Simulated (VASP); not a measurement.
# Cu (Pm-3m) in VASP: notebook

The runs below take Cu through single point, with PBE.

All numbers are computed with VASP 6.6.1; they aren't measurements. Logs are shortened: lines on timing, memory, paths and dates and some standing lists are left out, and cuts for length are marked.

### Step 1. The cell of the first run

It takes space group Pm-3m (No. 221, cubic). The conventional cell has a = 2.358 Å, b = 2.358 Å, c = 2.358 Å, α = 90.00°, β = 90.00°, γ = 90.00°. Within 3.1 Å of Cu (site symmetry m-3m) lie 6 Cu at 2.36 Å.

### Step 2. Single point, PBE

INCAR reads:

```
PREC = Accurate
ENCUT = 520
EDIFF = 1E-6
ISMEAR = -1
SIGMA = 0.06122561905347299
LREAL = False
LASPH = True
NELM = 60
ALGO = Normal
ISIF = 2
LWAVE = False
LCHARG = False
GGA = PE
NBANDS = 12
```

KPOINTS reads:

```
Automatic mesh
0
Gamma
  45 45 45
```

POSCAR reads:

```
Cu
1.0
    2.3578799308      0.0000000000      0.0000000000
    0.0000000000      2.3578799308      0.0000000000
    0.0000000000      0.0000000000      2.3578799308
Cu
1
Direct
    0.0000000000      0.0000000000      0.0000000000
```

Potentials or basis: VASP PAW PBE potentials, release 64 (Cu).

Run with:

```sh
$ cat potpaw_PBE.64/Cu/POTCAR > POTCAR
$ mpirun -np 1 vasp_std > vasp.out
```

OUTCAR:

```text
PREC = Accurate
   ENCUT = 520
   EDIFF = 1E-6
   ISMEAR = -1
   LREAL = False
   LASPH = True
   NELM = 60
   ISIF = 2
   GGA = PE

 ion  position               nearest neighbor table
   1  0.000  0.000  0.000-

  LATTYP: Found a simple cubic cell.
 ALAT       =     2.3578799308

  Lattice vectors:

 A1 = (   2.3578799308,   0.0000000000,   0.0000000000)
 A2 = (   0.0000000000,   2.3578799308,   0.0000000000)
 A3 = (   0.0000000000,   0.0000000000,   2.3578799308)

Analysis of symmetry for initial positions (statically):
=====================================================================
 Subroutine PRICEL returns:
 Original cell was already a primitive cell.

 Routine SETGRP: Setting up the symmetry group for a
 simple cubic supercell.

 Subroutine GETGRP returns: Found 48 space group operations
 (whereof 48 operations were pure point group operations)
 out of a pool of 48 trial point group operations.

The static configuration has the point symmetry O_h .

Analysis of symmetry for dynamics (positions and initial velocities):
=====================================================================
 Subroutine PRICEL returns:
 Original cell was already a primitive cell.

 Routine SETGRP: Setting up the symmetry group for a
 simple cubic supercell.

 Subroutine GETGRP returns: Found 48 space group operations
 (whereof 48 operations were pure point group operations)
 out of a pool of 48 trial point group operations.

The dynamic configuration has the point symmetry O_h .

 Subroutine INISYM returns: Found 48 space group operations
 (whereof 48 operations are pure point group operations),
 and found     1 'primitive' translations

----------------------------------------------------------------------------------------

                                     Primitive cell

  volume of cell :      13.1089

  direct lattice vectors                    reciprocal lattice vectors
     2.357879931  0.000000000  0.000000000     0.424109806  0.000000000  0.000000000
     0.000000000  2.357879931  0.000000000     0.000000000  0.424109806  0.000000000
     0.000000000  0.000000000  2.357879931     0.000000000  0.000000000  0.424109806

  length of vectors
     2.357879931  2.357879931  2.357879931     0.424109806  0.424109806  0.424109806

  position of ions in fractional coordinates (direct lattice)
     0.000000000  0.000000000  0.000000000

  ion indices of the primitive-cell ions
   primitive index   ion index
                 1           1

----------------------------------------------------------------------------------------

 KPOINTS: Automatic mesh

Automatic generation of k-mesh.
 Grid dimensions read from file:
 generate k-points for:   45   45   45

 Generating k-lattice:

  Cartesian coordinates                     Fractional coordinates (reciprocal lattice)
     0.009424662  0.000000000  0.000000000     0.022222222  0.000000000  0.000000000
     0.000000000  0.009424662  0.000000000     0.000000000  0.022222222  0.000000000
     0.000000000  0.000000000  0.009424662     0.000000000  0.000000000  0.022222222

  Length of vectors
     0.009424662  0.009424662  0.009424662

  Shift w.r.t. Gamma in fractional coordinates (k-lattice)
     0.000000000  0.000000000  0.000000000

 Subroutine IBZKPT returns following result:
 ===========================================

 Found   2300 irreducible k-points:

 Following reciprocal coordinates:
            Coordinates               Weight
  0.000000  0.000000  0.000000      1.000000
  0.022222  0.000000  0.000000      6.000000
  0.044444  0.000000  0.000000      6.000000
  0.066667  0.000000  0.000000      6.000000
  0.088889  0.000000  0.000000      6.000000
  0.111111  0.000000  0.000000      6.000000
[... 16 lines left out ...]
  0.488889  0.000000  0.000000      6.000000
  0.022222  0.022222  0.000000     12.000000
 [... further k-points ...]
   k-points           NKPTS =   2300   k-points in BZ     NKDIM =   2300   number of bands    NBANDS=     12
   number of dos      NEDOS =    301   number of ions     NIONS =      1
   total plane-waves  NPLWV =   5832
   dimension x,y,z NGX =    18 NGY =   18 NGZ =   18
   dimension x,y,z NGXF=    36 NGYF=   36 NGZF=   36
   ions per type =               1
   NGX,Y,Z   is equivalent  to a cutoff of  12.69, 12.69, 12.69 a.u.
   NGXF,Y,Z  is equivalent  to a cutoff of  25.38, 25.38, 25.38 a.u.
 SYSTEM =  unknown system
   PREC   = accura    normal or accurate (medium, high low for compatibility)
   ISTART =      0    job   : 0-new  1-cont  2-samecut
   ICHARG =      2    charge: 1-file 2-atom 10-const
   ISPIN  =      1    spin polarized calculation?
   LNONCOLLINEAR =      F non collinear calculations
   LSORBIT =      F    spin-orbit coupling
   LASPH  =      T    aspherical Exc in radial PAW
   ENCUT  =  520.0 eV  38.22 Ry    6.18 a.u.   4.38  4.38  4.38*2*pi/ulx,y,z
   NELM   =     60;   NELMIN=  2; NELMDL= -5     # of ELM steps
   EDIFF  = 0.1E-05   stopping-criterion for ELM
   LREAL  =      F    real-space projection
   EDIFFG = 0.1E-04   stopping-criterion for IOM
   NSW    =      0    number of steps for IOM
   IBRION =     -1    ionic relax: 0-MD 1-quasi-New 2-CG
   NFREE  =      0    steps in history (QN), initial steepest desc. (CG)
   ISIF   =      2    stress and relaxation
   ISYM   =      2    0-nonsym 1-usesym 2-fastsym
   POTIM  = 0.5000    time-step for ionic-motion
   TEBEG  =    0.0;   TEEND  =   0.0 temperature during run
   PSTRESS=    0.0 pullay stress
   NELECT =      11.0000    total number of electrons
   NUPDOWN=      -1.0000    fix difference up-down
   EMIN   =  10.00;   EMAX   =-10.00  energy-range for DOS
   EFERMI =   0.00;   METHOD = LEGACY
   ISMEAR =    -1;   SIGMA  =   0.06  broadening in eV -4-tet -1-fermi 0-gaus
   EFERMI_NEDOS =   21; number of points for ismear=-14 and -15
   IALGO  =     38    algorithm
   IMIX   =      4    mixing-type and parameters
     AMIX     =   0.40;   BMIX     =  1.00
     AMIX_MAG =   1.60;   BMIX_MAG =  1.00
  volume/ion in A,a.u.               =      13.11        88.46
  Fermi-wavevector in a.u.,A,eV,Ry     =   1.544131  2.917984 32.440907  2.384339
  Thomas-Fermi vector in A             =   2.649695
   LORBIT       =      0    0 simple, 1 ext, 2 COOP (PROOUT), +10 PAW based schemes
   GGA     = PE    functional components
   LHFCALC =     F    Hartree Fock is set to
   AEXX    =    0.0000 exact exchange contribution
   IVDW    =     0    specifies the selected vdW correction
   LEPSILON=     F    determine dielectric tensor
   LRPA    =     F    only Hartree local field effects (RPA)
 non-spin polarized calculation
  energy-cutoff  :      520.00
  volume of cell :       13.11
 maximum number of plane-waves:       365
 NGX is ok and might be reduce to    18
   NGX =  9   NGY =  9   NGZ =  9

 number of electron      11.0000024 magnetization

 Free energy of the ion-electron system (eV)
  ---------------------------------------------------
  ext. energy  EPLUGINS =         0.00000000
  ---------------------------------------------------
  free energy    TOTEN  =        -3.24759737 eV

  energy without entropy =       -3.24434241  energy(sigma->0) =       -3.24596989

 E-fermi :   6.2017     XC(G=0): -12.0429

 val. band max:        6.1964551022   @ k =   0.4222   0.2444   0.0222
 cond. band min:       6.2047147554   @ k =   0.3778   0.2444   0.1778
 fundamental gap:      0.0082596532
 Fermi energy:         6.2017288317

 k-point     1 :       0.0000    0.0000    0.0000
  band No.  band energies     occupation
      1      -2.1767      2.00000
      2       2.1871      2.00000
      3       2.1871      2.00000
      4       4.8953      2.00000
      5       4.8953      2.00000
      6       4.8953      2.00000
      7      24.4222      0.00000
      8      24.4222      0.00000
      9      24.4222      0.00000
     10      27.9250      0.00000
     11      27.9250      0.00000
     12      31.9813      0.00000

 k-point     2 :       0.0222    0.0000    0.0000
  band No.  band energies     occupation
      1      -2.1627      2.00000
      2       2.1888      2.00000
      3       2.1926      2.00000
      4       4.8909      2.00000
      5       4.8909      2.00000
      6       4.8957      2.00000
      7      24.1504      0.00000
      8      24.4407      0.00000
      9      24.4407      0.00000
     10      27.9305      0.00000
     11      28.1493      0.00000
     12      32.0554      0.00000

 k-point     3 :       0.0444    0.0000    0.0000
  band No.  band energies     occupation
      1      -2.1205      2.00000
      2       2.1937      2.00000
      3       2.2089      2.00000
      4       4.8778      2.00000
      5       4.8778      2.00000
      6       4.8967      2.00000
      7      23.4910      0.00000
      8      24.4958      0.00000
      9      24.4958      0.00000
     10      27.9473      0.00000
     11      28.6506      0.00000
     12      32.2927      0.00000

 k-point     4 :       0.0667    0.0000    0.0000
  band No.  band energies     occupation
      1      -2.0504      2.00000
      2       2.2018      2.00000
      3       2.2360      2.00000
      4       4.8563      2.00000
      5       4.8563      2.00000
      6       4.8985      2.00000
      7      22.6544      0.00000
      8      24.5873      0.00000
      9      24.5873      0.00000
     10      27.9753      0.00000
     11      29.1834      0.00000
     12      32.7284      0.00000

 k-point     5 :       0.0889    0.0000    0.0000
  band No.  band energies     occupation
      1      -1.9529      2.00000
      2       2.2130      2.00000
      3       2.2736      2.00000
      4       4.8269      2.00000
      5       4.8269      2.00000
      6       4.9009      2.00000
      7      21.7452      0.00000
      8      24.7146      0.00000
      9      24.7146      0.00000
     10      28.0146      0.00000
     11      29.6215      0.00000
     12      33.3836      0.00000

 k-point     6 :       0.1111    0.0000    0.0000
  band No.  band energies     occupation
      1      -1.8284      2.00000
      2       2.2270      2.00000
      3       2.3214      2.00000
      4       4.7903      2.00000
      5       4.7903      2.00000
      6       4.9039      2.00000
      7      20.8082      0.00000
      8      24.8771      0.00000
      9      24.8771      0.00000
     10      28.0652      0.00000
     11      29.9418      0.00000
     12      34.2356      0.00000

 k-point     7 :       0.1333    0.0000    0.0000
  band No.  band energies     occupation
      1      -1.6777      2.00000
      2       2.2436      2.00000
      3       2.3792      2.00000
      4       4.7474      2.00000
      5       4.7474      2.00000
      6       4.9074      2.00000
      7      19.8648      0.00000
      8      25.0738      0.00000
      9      25.0738      0.00000
     10      28.1274      0.00000
     11      30.1728      0.00000
     12      35.2338      0.00000

 k-point     8 :       0.1556    0.0000    0.0000
  band No.  band energies     occupation
      1      -1.5017      2.00000
      2       2.2625      2.00000
      3       2.4466      2.00000
      4       4.6991      2.00000
      5       4.6991      2.00000
      6       4.9114      2.00000
      7      18.9262      0.00000
      8      25.3037      0.00000
      9      25.3037      0.00000
     10      28.2011      0.00000
     11      30.3485      0.00000
     12      36.3312      0.00000
[... 166 lines left out ...]
 k-point    20 :       0.4222    0.0000    0.0000
  band No.  band energies     occupation
      1       1.4870      2.00000
      2       2.5154      2.00000
      3       4.1029      2.00000
      4       4.1029      2.00000
      5       4.1708      2.00000
      6       4.9643      2.00000
      7       9.4915      0.00000
      8      29.8465      0.00000
      9      30.0822      0.00000
     10      30.0822      0.00000
     11      31.6031      0.00000
     12      34.7991      0.00000

 k-point    21 :       0.4444    0.0000    0.0000
  band No.  band energies     occupation
      1       1.6252      2.00000
      2       2.5255      2.00000
      3       4.0807      2.00000
      4       4.0807      2.00000
      5       4.4013      2.00000
      6       4.9663      2.00000
      7       9.0094      0.00000
      8      29.9775      0.00000
      9      30.5381      0.00000
     10      30.5381      0.00000
     11      31.6576      0.00000
     12      34.5155      0.00000

 k-point    22 :       0.4667    0.0000    0.0000
  band No.  band energies     occupation
      1       1.7174      2.00000
      2       2.5324      2.00000
      3       4.0657      2.00000
      4       4.0657      2.00000
      5       4.5960      2.00000
      6       4.9678      2.00000
      7       8.6473      0.00000
      8      30.0750      0.00000
      9      30.9272      0.00000
     10      30.9272      0.00000
     11      31.6954      0.00000
     12      34.3297      0.00000

 k-point    23 :       0.4889    0.0000    0.0000
  band No.  band energies     occupation
      1       1.7634      2.00000
      2       2.5359      2.00000
      3       4.0582      2.00000
      4       4.0582      2.00000
      5       4.7112      2.00000
      6       4.9685      2.00000
      7       8.4486      0.00000
      8      30.1276      0.00000
      9      31.1688      0.00000
     10      31.1688      0.00000
     11      31.7148      0.00000
     12      34.0507      0.00000

 k-point    24 :       0.0222    0.0222    0.0000
  band No.  band energies     occupation
      1      -2.1486      2.00000
      2       2.1923      2.00000
      3       2.1961      2.00000
      4       4.8865      2.00000
      5       4.8905      2.00000
      6       4.8920      2.00000
      7      24.1170      0.00000
      8      24.2210      0.00000
      9      24.4591      0.00000
     10      28.0455      0.00000
     11      28.2666      0.00000
     12      32.1265      0.00000

 [... further k-points ...]
[... 5 lines left out ...]
  --------------------------------------------------------------------------------------
  -------------------------------------------------------------------------------------
  Total        0.6459415      0.6459415      0.6459415     -0.0000000     -0.0000000      0.0000000
  in kB       78.9475555     78.9475555     78.9475555     -0.0000000     -0.0000000      0.0000000
  external PRESSURE =      78.9475555 kB  Pullay stress =       0.0000000 kB

 VOLUME and BASIS-vectors are now :
 -----------------------------------------------------------------------------
  energy-cutoff  :      520.00
  volume of cell :       13.11
      direct lattice vectors                 reciprocal lattice vectors
     2.357879931  0.000000000  0.000000000     0.424109806  0.000000000  0.000000000
     0.000000000  2.357879931  0.000000000     0.000000000  0.424109806  0.000000000
     0.000000000  0.000000000  2.357879931     0.000000000  0.000000000  0.424109806

 POSITION                                       TOTAL-FORCE (eV/Angst)
 -----------------------------------------------------------------------------------
      0.00000      0.00000      0.00000         0.000000      0.000000      0.000000
 -----------------------------------------------------------------------------------
    total drift:                                0.000000      0.000000     -0.000000

  FREE ENERGIE OF THE ION-ELECTRON SYSTEM (eV)
  ---------------------------------------------------
  free  energy   TOTEN  =        -3.2475973730 eV

  energy  without entropy=       -3.2443424083  energy(sigma->0) =       -3.24596989
```

Run time: 2 min. Hardware: 1 thread of AMD EPYC 9R45 (Zen 5), shared host; peak memory 0.39 GiB.

Results:

```yaml
Free_energy: -3.2476 eV
Pressure: 7.9 GPa
```

(Part 1 of 2 ends here.)
